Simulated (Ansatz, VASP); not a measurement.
# One calculation of Ru, two programs

```
CELL_PARAMETERS angstrom
2.70389 0.00000 0.00000
-1.35194 2.34164 0.00000
0.00000 0.00000 4.28168
ATOMIC_POSITIONS crystal
Ru 0.33333 0.66667 0.25000
Ru 0.66667 0.33333 0.75000
```

Alike in both runs: task single point; functional PBE; k mesh 10 × 10 × 6; occupations tetrahedron; no spin polarisation.

|  | VASP | Ansatz |
| --- | --- | --- |
| version | VASP 6.6.1 | Ansatz 0.2.0 |
| potentials or method | VASP PAW PBE potentials, release 64 (Ru_pv), cutoff 520 eV | PAW, plane waves, scalar-relativistic |
| valence electrons in the cell | 28 | 32 |

|  | VASP | Ansatz | Ansatz less VASP |
| --- | --- | --- | --- |
| pressure (GPa) | 4.9 | 5.0 | +0.09 |
| traceless stress, the component that is largest in VASP (GPa) | -1.78 | -1.72 | +0.064 |

VASP's potentials hold 28 valence electrons a cell and Ansatz's 32, so a difference there can come from the potentials and not from the codes. Ansatz's warnings: band table not solved further, tetrahedron derivatives may miss energy slope.
